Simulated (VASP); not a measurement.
Input of a VASP 6.6.1 run:

Contents of INCAR:

```
PREC = Accurate
ENCUT = 600
EDIFF = 1E-6
ISMEAR = 0
SIGMA = 0.1
LREAL = F
LASPH = T
NELM = 60
ALGO = Fast
ISIF = 3
LWAVE = F
LCHARG = F
GGA = PE
IBRION = 2
NSW = 90
EDIFFG = -0.04
```

Contents of KPOINTS:

```
regular mesh
0
Gamma
  4 4 4
```

The input POSCAR:

```
In5Sb
1.0
    0.0000000000      4.4410315200      4.4410315200
    4.4410315200      0.0000000000      4.4410315200
    4.4410315200      4.4410315200      0.0000000000
In Sb
5 1
Direct
    0.5000000000      0.5000000000      0.5000000000
    0.8579262100      0.8579262100      0.8579262100
    0.8579262100      0.8579262100      0.4262213700
    0.8579262100      0.4262213700      0.8579262100
    0.4262213700      0.8579262100      0.8579262100
    0.2500000000      0.2500000000      0.2500000000
```

Potentials or basis: VASP PAW PBE potentials, release 64 (In_d, Sb).

Launch:

```console
$ cat potpaw_PBE.64/In_d/POTCAR potpaw_PBE.64/Sb/POTCAR > POTCAR
$ mpirun -np 1 vasp_std > vasp.out
```

(1) Estimate the band gap on the k mesh.

(2) What does it give for the space group after relaxing (to 0.05 Å)?

(3) Predict the relaxed volume.

## Answers

(1) zero (band 35 reaches 7.18 eV, above the bottom of band 36 at 5.53 eV).

(2) F-43m (No. 216).

(3) 29.63 Å³/atom.

Caveat: spin-orbit coupling is left out, which moves the levels of the heavy elements.
